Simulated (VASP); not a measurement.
# Zn (P6_3/mmc) in VASP: a series of runs

The runs below take Zn through single point, relaxation of cell and atoms, with PBE.

All numbers are computed with VASP 6.6.1; they aren't measurements. Logs are shortened: lines on timing, memory, paths and dates and some standing lists are left out, and cuts for length are marked.

**1. The cell of the first run**

The structure is hexagonal, space group P6_3/mmc (No. 194). Conventional cell: a = 2.652 Å, b = 2.652 Å, c = 4.965 Å, α = 90.00°, β = 90.00°, γ = 120.00°. Within 3.5 Å of Zn (site symmetry -6m2) lie 12 Zn at 2.65 to 2.92 Å.

**2. Single point, PBE**

File INCAR:

```
ALGO = Normal
EDIFF = 1E-6
ENCUT = 520
GGA = PE
ISIF = 2
ISMEAR = 0
LASPH = T
LCHARG = F
LREAL = F
LWAVE = F
NBANDS = 19
NELM = 80
PREC = Accurate
SIGMA = 0.02
```

File KPOINTS:

```
k-points
0
Gamma
  9 9 4
```

File POSCAR:

```
Zn
1.0
    2.6523170693      0.0000000000      0.0000000000
   -1.3261585347      2.2969739609      0.0000000000
    0.0000000000      0.0000000000      4.9645877099
Zn
2
Direct
    0.3333333333      0.6666666667      0.2500000000
    0.6666666667      0.3333333333      0.7500000000
```

Potentials or basis: VASP PAW PBE potentials, release 64 (Zn).

Started as:

```bash
> cat potpaw_PBE.64/Zn/POTCAR > POTCAR
> mpirun -np 1 vasp_std > vasp.out
```

OUTCAR:

```text
EDIFF = 1E-6
   ENCUT = 520
   GGA = PE
   ISIF = 2
   ISMEAR = 0
   LASPH = T
   LREAL = F
   NELM = 80
   PREC = Accurate

 ion  position               nearest neighbor table
   1  0.333  0.667  0.250-   2 2.92   2 2.92   2 2.92   2 2.92   2 2.92   2 2.92
   2  0.667  0.333  0.750-   1 2.92   1 2.92   1 2.92   1 2.92   1 2.92   1 2.92

  LATTYP: Found a hexagonal cell.
 ALAT       =     2.6523170693
 C/A-ratio  =     1.8717926930

  Lattice vectors:

 A1 = (   2.6523170693,   0.0000000000,   0.0000000000)
 A2 = (  -1.3261585347,   2.2969739609,   0.0000000000)
 A3 = (   0.0000000000,   0.0000000000,   4.9645877099)

Analysis of symmetry for initial positions (statically):
=====================================================================
 Subroutine PRICEL returns:
 Original cell was already a primitive cell.

 Routine SETGRP: Setting up the symmetry group for a
 hexagonal supercell.

 Subroutine GETGRP returns: Found 24 space group operations
 (whereof 12 operations were pure point group operations)
 out of a pool of 24 trial point group operations.

The static configuration has the point symmetry D_3d.
 The point group associated with its full space group is D_6h.

Analysis of symmetry for dynamics (positions and initial velocities):
=====================================================================
 Subroutine PRICEL returns:
 Original cell was already a primitive cell.

 Routine SETGRP: Setting up the symmetry group for a
 hexagonal supercell.

 Subroutine GETGRP returns: Found 24 space group operations
 (whereof 12 operations were pure point group operations)
 out of a pool of 24 trial point group operations.

The dynamic configuration has the point symmetry D_3d.
 The point group associated with its full space group is D_6h.

 Subroutine INISYM returns: Found 24 space group operations
 (whereof 12 operations are pure point group operations),
 and found     1 'primitive' translations

----------------------------------------------------------------------------------------

                                     Primitive cell

  volume of cell :      30.2458

  direct lattice vectors                    reciprocal lattice vectors
     2.652317069  0.000000000  0.000000000     0.377028829  0.217677696  0.000000000
    -1.326158535  2.296973961  0.000000000     0.000000000  0.435355392  0.000000000
     0.000000000  0.000000000  4.964587710     0.000000000  0.000000000  0.201426595

  length of vectors
     2.652317069  2.652317069  4.964587710     0.435355392  0.435355392  0.201426595

  position of ions in fractional coordinates (direct lattice)
     0.333333333  0.666666667  0.250000000
     0.666666667  0.333333333  0.750000000

  ion indices of the primitive-cell ions
   primitive index   ion index
                 1           1
                 2           2

----------------------------------------------------------------------------------------

 KPOINTS: k-points

Automatic generation of k-mesh.
 Grid dimensions read from file:
 generate k-points for:    9    9    4

 Generating k-lattice:

  Cartesian coordinates                     Fractional coordinates (reciprocal lattice)
     0.041892092  0.024186411  0.000000000     0.111111111 -0.000000000  0.000000000
     0.000000000  0.048372821  0.000000000     0.000000000  0.111111111  0.000000000
     0.000000000  0.000000000  0.050356649     0.000000000  0.000000000  0.250000000

  Length of vectors
     0.048372821  0.048372821  0.050356649

  Shift w.r.t. Gamma in fractional coordinates (k-lattice)
     0.000000000  0.000000000  0.000000000

 Subroutine IBZKPT returns following result:
 ===========================================

 Found     36 irreducible k-points:

 Following reciprocal coordinates:
            Coordinates               Weight
  0.000000  0.000000  0.000000      1.000000
  0.111111  0.000000  0.000000      6.000000
  0.222222  0.000000  0.000000      6.000000
  0.333333  0.000000  0.000000      6.000000
  0.444444  0.000000  0.000000      6.000000
  0.111111  0.111111  0.000000      6.000000
[... 16 lines left out ...]
  0.333333  0.222222  0.250000     24.000000
  0.333333  0.333333  0.250000      4.000000
 [... further k-points ...]
   k-points           NKPTS =     36   k-points in BZ     NKDIM =     36   number of bands    NBANDS=     19
   number of dos      NEDOS =    301   number of ions     NIONS =      2
   total plane-waves  NPLWV =  16000
   dimension x,y,z NGX =    20 NGY =   20 NGZ =   40
   dimension x,y,z NGXF=    40 NGYF=   40 NGZF=   80
   ions per type =               2
   NGX,Y,Z   is equivalent  to a cutoff of  12.54, 12.54, 13.39 a.u.
   NGXF,Y,Z  is equivalent  to a cutoff of  25.07, 25.07, 26.79 a.u.
 SYSTEM =  unknown system
   PREC   = accura    normal or accurate (medium, high low for compatibility)
   ISTART =      0    job   : 0-new  1-cont  2-samecut
   ICHARG =      2    charge: 1-file 2-atom 10-const
   ISPIN  =      1    spin polarized calculation?
   LNONCOLLINEAR =      F non collinear calculations
   LSORBIT =      F    spin-orbit coupling
   LASPH  =      T    aspherical Exc in radial PAW
   ENCUT  =  520.0 eV  38.22 Ry    6.18 a.u.   4.93  4.93  9.23*2*pi/ulx,y,z
   NELM   =     80;   NELMIN=  2; NELMDL= -5     # of ELM steps
   EDIFF  = 0.1E-05   stopping-criterion for ELM
   LREAL  =      F    real-space projection
   EDIFFG = 0.1E-04   stopping-criterion for IOM
   NSW    =      0    number of steps for IOM
   IBRION =     -1    ionic relax: 0-MD 1-quasi-New 2-CG
   NFREE  =      0    steps in history (QN), initial steepest desc. (CG)
   ISIF   =      2    stress and relaxation
   ISYM   =      2    0-nonsym 1-usesym 2-fastsym
   POTIM  = 0.5000    time-step for ionic-motion
   TEBEG  =    0.0;   TEEND  =   0.0 temperature during run
   PSTRESS=    0.0 pullay stress
   NELECT =      24.0000    total number of electrons
   NUPDOWN=      -1.0000    fix difference up-down
   EMIN   =  10.00;   EMAX   =-10.00  energy-range for DOS
   EFERMI =   0.00;   METHOD = LEGACY
   ISMEAR =     0;   SIGMA  =   0.02  broadening in eV -4-tet -1-fermi 0-gaus
   EFERMI_NEDOS =   21; number of points for ismear=-14 and -15
   IALGO  =     38    algorithm
   IMIX   =      4    mixing-type and parameters
     AMIX     =   0.40;   BMIX     =  1.00
     AMIX_MAG =   1.60;   BMIX_MAG =  1.00
  volume/ion in A,a.u.               =      15.12       102.05
  Fermi-wavevector in a.u.,A,eV,Ry     =   1.515620  2.864107 31.254000  2.297104
  Thomas-Fermi vector in A             =   2.625119
   LORBIT       =      0    0 simple, 1 ext, 2 COOP (PROOUT), +10 PAW based schemes
   GGA     = PE    functional components
   LHFCALC =     F    Hartree Fock is set to
   AEXX    =    0.0000 exact exchange contribution
   IVDW    =     0    specifies the selected vdW correction
   LEPSILON=     F    determine dielectric tensor
   LRPA    =     F    only Hartree local field effects (RPA)
 non-spin polarized calculation
 Gauss-broadening in eV      SIGMA  =   0.02
  energy-cutoff  :      520.00
  volume of cell :       30.25
 maximum number of plane-waves:       837
 NGX is ok and might be reduce to    20
   NGX =  9   NGY =  9   NGZ = 19

 number of electron      24.0000022 magnetization

 Free energy of the ion-electron system (eV)
  ---------------------------------------------------
  ext. energy  EPLUGINS =         0.00000000
  ---------------------------------------------------
  free energy    TOTEN  =        -2.16337386 eV

  energy without entropy =       -2.16321325  energy(sigma->0) =       -2.16329356

 E-fermi :   3.4077     XC(G=0): -11.5810

 val. band max:        3.3381437102   @ k =   0.2222   0.2222   0.0000
 cond. band min:       3.4272516929   @ k =   0.3333   0.1111   0.0000
 fundamental gap:      0.0891079828
 Fermi energy:         3.4076932671

 k-point     1 :       0.0000    0.0000    0.0000
  band No.  band energies     occupation
      1      -7.2978      2.00000
      2      -5.5076      2.00000
      3      -4.8032      2.00000
      4      -4.5568      2.00000
      5      -4.5568      2.00000
      6      -4.5083      2.00000
[... 11 lines left out ...]
     18      22.4531      0.00000
     19      22.4554      0.00000

 k-point     2 :       0.1111    0.0000    0.0000
  band No.  band energies     occupation
      1      -6.9306      2.00000
      2      -5.3536      2.00000
      3      -4.7688      2.00000
      4      -4.5894      2.00000
      5      -4.5403      2.00000
      6      -4.4709      2.00000
[... 11 lines left out ...]
     18      20.7758      0.00000
     19      22.3615      0.00000

 k-point     3 :       0.2222    0.0000    0.0000
  band No.  band energies     occupation
      1      -5.9310      2.00000
      2      -5.1072      2.00000
      3      -4.7070      2.00000
      4      -4.6280      2.00000
      5      -4.5959      2.00000
      6      -4.4103      2.00000
[... 11 lines left out ...]
     18      18.9945      0.00000
     19      19.0148      0.00000

 k-point     4 :       0.3333    0.0000    0.0000
  band No.  band energies     occupation
      1      -5.2584      2.00000
      2      -5.1489      2.00000
      3      -4.8879      2.00000
      4      -4.5474      2.00000
      5      -4.4683      2.00000
      6      -4.3496      2.00000
[... 11 lines left out ...]
     18      18.0991      0.00000
     19      19.7655      0.00000

 k-point     5 :       0.4444    0.0000    0.0000
  band No.  band energies     occupation
      1      -5.2933      2.00000
      2      -5.2086      2.00000
      3      -5.0362      2.00000
      4      -4.5648      2.00000
      5      -4.4190      2.00000
      6      -4.3964      2.00000
[... 11 lines left out ...]
     18      17.6521      0.00000
     19      18.8086      0.00000
[... 334 lines left out ...]
      2      -5.1802      2.00000
      3      -4.9357      2.00000
      4      -4.7831      2.00000
      5      -4.4448      2.00000
      6      -4.2210      2.00000
[... 11 lines left out ...]
     18      14.1912      0.00000
     19      19.3359      0.00000

 k-point    22 :       0.2222    0.2222    0.2500
  band No.  band energies     occupation
      1      -4.9490      2.00000
      2      -4.8595      2.00000
      3      -4.8411      2.00000
      4      -4.7338      2.00000
      5      -4.5706      2.00000
      6      -4.4476      2.00000
[... 11 lines left out ...]
     18      15.3524      0.00000
     19      17.5862      0.00000

 k-point    23 :       0.3333    0.2222    0.2500
  band No.  band energies     occupation
      1      -4.9914      2.00000
      2      -4.9100      2.00000
      3      -4.7708      2.00000
      4      -4.7311      2.00000
      5      -4.5937      2.00000
      6      -4.3360      2.00000
[... 11 lines left out ...]
     18      13.2765      0.00000
     19      16.4003      0.00000

 k-point    24 :       0.3333    0.3333    0.2500
  band No.  band energies     occupation
      1      -4.8421      2.00000
      2      -4.7746      2.00000
      3      -4.7746      2.00000
      4      -4.6447      2.00000
      5      -4.5443      2.00000
      6      -4.5443      2.00000
[... 11 lines left out ...]
     18      12.5747      0.00000
     19      13.9377      0.00000

 [... further k-points ...]

------------------------ aborting loop because EDIFF is reached ----------------------------------------

  FORCE on cell =-STRESS in cart. coord.  units (eV):
  Direction    XX          YY          ZZ          XY          YZ          ZX
  --------------------------------------------------------------------------------------
  -------------------------------------------------------------------------------------
  Total        0.0782369      0.0782369      0.0500996     -0.0000000      0.0000000      0.0000000
  in kB        4.1443583      4.1443583      2.6538741     -0.0000000      0.0000000      0.0000000
  external PRESSURE =       3.6475302 kB  Pullay stress =       0.0000000 kB

 VOLUME and BASIS-vectors are now :
 -----------------------------------------------------------------------------
  energy-cutoff  :      520.00
  volume of cell :       30.25
      direct lattice vectors                 reciprocal lattice vectors
     2.652317069  0.000000000  0.000000000     0.377028829  0.217677696  0.000000000
    -1.326158535  2.296973961  0.000000000     0.000000000  0.435355392  0.000000000
     0.000000000  0.000000000  4.964587710     0.000000000  0.000000000  0.201426595

 POSITION                                       TOTAL-FORCE (eV/Angst)
 -----------------------------------------------------------------------------------
     -0.00000      1.53132      1.24115         0.000000     -0.000000      0.000000
      1.32616      0.76566      3.72344        -0.000000      0.000000      0.000000
 -----------------------------------------------------------------------------------
    total drift:                               -0.000000      0.000000     -0.000000

  FREE ENERGIE OF THE ION-ELECTRON SYSTEM (eV)
  ---------------------------------------------------
  free  energy   TOTEN  =        -2.1633738634 eV

  energy  without entropy=       -2.1632132533  energy(sigma->0) =       -2.16329356
```

Wall time 10 s (1 thread of Intel Xeon Platinum 8488C (Sapphire Rapids), shared host); peak memory 0.14 GiB.

Results:

```yaml
Free_energy: -2.1634 eV
Pressure: 0.4 GPa
Band_gap_on_the_k_mesh: zero (band 12 reaches 4.13 eV, above the bottom of band 13 at 0.02 eV)
```

Stress tensor (GPa, compression positive):
```
0.41 0.00 0.00
0.00 0.41 0.00
0.00 0.00 0.27
```

Levels at points of the mesh, in eV from the Fermi level:
| k point | band 9 | band 10 | band 11 | band 12 | band 13 | band 14 | band 15 | band 16 |
| --- | --- | --- | --- | --- | --- | --- | --- | --- |
| (0.00, 0.00, 0.00) | -7.58 | -7.37 | -7.37 | -3.96 | -3.39 | 13.14 | 16.83 | 17.42 |
| (0.00, 0.00, 0.50) | -7.46 | -7.46 | -7.46 | -7.46 | 4.19 | 4.19 | 18.69 | 18.69 |

**3. Relaxation of cell and atoms, PBE**

This run uses another cell than the first one, of 15.33 Å³/atom, 1.014 times its volume.

File INCAR:

```
  PREC = Accurate
  ENCUT = 600
  EDIFF = 1E-6
  ISMEAR = 0
  SIGMA = 0.02
  LREAL = F
  LASPH = T
  NELM = 60
  ALGO = Normal
  ISIF = 3
  LWAVE = F
  LCHARG = F
  GGA = PE
  IBRION = 2
  NSW = 60
  EDIFFG = -0.02
```

File KPOINTS:

```
Automatic mesh
0
Gamma
  9 9 4
```

File POSCAR:

```
Zn
1.0
    2.6700000000      0.0000000000      0.0000000000
   -1.3350000000      2.3122880000      0.0000000000
    0.0000000000      0.0000000000      4.9660000000
Zn
2
Direct
    0.3333333333      0.6666666667      0.2500000000
    0.6666666667      0.3333333333      0.7500000000
```

Potentials or basis: VASP PAW PBE potentials, release 64 (Zn).

Started as:

```bash
> cat potpaw_PBE.64/Zn/POTCAR > POTCAR
> mpirun -np 1 vasp_std > vasp.out
```

Run time: 46 s. Hardware: 1 thread of Intel Xeon Platinum 8488C (Sapphire Rapids), shared host; peak memory 0.16 GiB.

Results (log left out):

| Property | Result |
| --- | --- |
| Free energy | -2.1631 eV |
| Relaxed volume | 15.16 Å³/atom |
| Relaxed cell | a = 2.655 Å, b = 2.655 Å, c = 4.967 Å, α = 90.00°, β = 90.00°, γ = 120.00° |
| Space group after relaxing (to 0.05 Å) | P6_3/mmc (No. 194) |
| Energy gained by relaxing | 0.6 meV/atom |
| Ionic steps | 7 |
| Pressure after relaxing | 0.1 GPa |
| Band gap on the k mesh | zero (band 12 reaches 4.11 eV, above the bottom of band 13 at 0.00 eV) |

The path:
```csv
step,energy change (eV),largest force (eV/Å),pressure (GPa),volume (Å³)
1,0.0000,0.0000,-0.78,30.66
2,-0.0010,0.0000,-0.02,30.33
3,-0.0010,0.0000,0.15,30.27
4,-0.0010,0.0000,0.11,30.30
5,-0.0010,0.0000,0.08,30.31
6,-0.0011,0.0000,-0.19,30.32
7,-0.0011,0.0000,0.13,30.32
```

Final structure:
```
CELL_PARAMETERS angstrom
2.65502 0.00000 0.00000
-1.32751 2.29932 0.00000
0.00000 0.00000 4.96720
ATOMIC_POSITIONS crystal
Zn 0.33333 0.66667 0.25000
Zn 0.66667 0.33333 0.75000
```

Levels at points of the mesh, in eV from the Fermi level:
```csv
k point,band 8,band 9,band 10,band 11,band 12,band 13,band 14,band 15,band 16
"(0.00, 0.00, 0.00)",-7.58,-7.58,-7.37,-7.37,-3.94,-3.39,13.13,16.81,17.37
"(0.00, 0.00, 0.50)",-7.91,-7.46,-7.46,-7.46,-7.46,4.19,4.19,18.64,18.64
```
